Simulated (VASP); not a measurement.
Input of a VASP 6.6.1 run:

File INCAR:

```
SYSTEM = Li
PREC = Accurate
ENCUT = 600
EDIFF = 1E-7
ISMEAR = -1
SIGMA = 0.05
LREAL = .FALSE.
LASPH = .TRUE.
NELM = 60
ALGO = Normal
ISIF = 3
LWAVE = .FALSE.
LCHARG = .FALSE.
GGA = PE
IBRION = 2
NSW = 60
EDIFFG = -0.01
```

KPOINTS

```
regular mesh
0
G
  11 11 11
  0 0 0
```

File POSCAR:

```
Li
1.0
   -1.7546500000      1.7546500000      1.7546500000
    1.7546500000     -1.7546500000      1.7546500000
    1.7546500000      1.7546500000     -1.7546500000
Li
1
Direct
    0.0000000000      0.0000000000      0.0000000000
```

Potentials or basis: VASP PAW PBE potentials, release 64 (Li_sv).

The run is started by

```console
$ cat potpaw_PBE.64/Li_sv/POTCAR > POTCAR
$ mpirun -np 1 vasp_std > vasp.out
```

What does it give for the relaxed cell?

a = 2.962 Å, b = 2.962 Å, c = 2.962 Å, α = 109.47°, β = 109.47°, γ = 109.47°.

What does it give for the relaxed volume?

20.01 Å³/atom.

Final structure:
```
Li
1.0
    -1.71013    1.71013    1.71013
     1.71013   -1.71013    1.71013
     1.71013    1.71013   -1.71013
Li
1
Direct
  0.00000 0.00000 0.00000
```

Caveat: the cutoff is under 1.25 times the usual one of these potentials, so pressure, stress and relaxed cells hold a basis-set (Pulay) error.

The cell as given is a measured one (21.61 Å³/atom); PBE puts the equilibrium volume -7.4 % from it, thermal expansion not counted.
